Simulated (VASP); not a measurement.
A run of VASP 6.6.1:

INCAR

```
PREC = Accurate
ENCUT = 520
EDIFF = 1E-6
ISMEAR = -1
SIGMA = 0.16
LREAL = Auto
LASPH = T
NELM = 80
ALGO = Normal
ISIF = 2
LWAVE = F
LCHARG = T
GGA = PE
LELF = T
LVHAR = T
NBANDS = 38
```

File KPOINTS:

```
regular mesh
0
Gamma
  2 2 2
```

POSCAR

```
Li
1.0
    7.3128730000      0.0000000000      0.0000000000
    0.0000000000      7.3128730000      0.0000000000
    0.0000000000      0.0000000000      7.3128730000
Li
16
Direct
    0.2114627179     -0.0411055956     -0.1818847394
    0.5429329895      0.3378152472     -0.1135395077
    0.0913320934      0.4384049880     -0.1852760194
    0.1515136390      0.0059620890      0.4217357528
    0.4180162844      0.1455378755      0.1621934362
    0.6276192681      0.9311661778     -0.0943268125
    0.6114696645     -0.0345281533      0.3803840160
    0.9818712837      0.1138676960      0.0930140589
    0.1264619254      0.3840351118      0.3347795046
    0.4049981451      0.6067929800      0.0829496150
    0.4094697118      0.2698939254      0.4944021317
    0.6914655840      0.4160745031      0.2650394722
    0.8634226247      0.6684240243      0.0520725575
    0.8675933522      0.2190110508      0.5856795270
    0.5353846566      0.6463807043      0.5534486925
    0.9434322188      0.6687658872      0.5681624718
```

Potentials or basis: VASP PAW PBE potentials, release 64 (Li_sv).

The run is started by

```sh
$ cat potpaw_PBE.64/Li_sv/POTCAR > POTCAR
$ mpirun -np 1 vasp_std > vasp.out
```

Hardware: 1 thread of Intel(R) Xeon(R) Platinum 8488C (Sapphire Rapids) (shared host).

Question: How long does it take, and how much memory?

Answer: Run time: 100 s on 1 thread of Intel(R) Xeon(R) Platinum 8488C (Sapphire Rapids), with other jobs on the host, peak memory 0.37 GiB. Counts: scf iterations 14, k points 8.
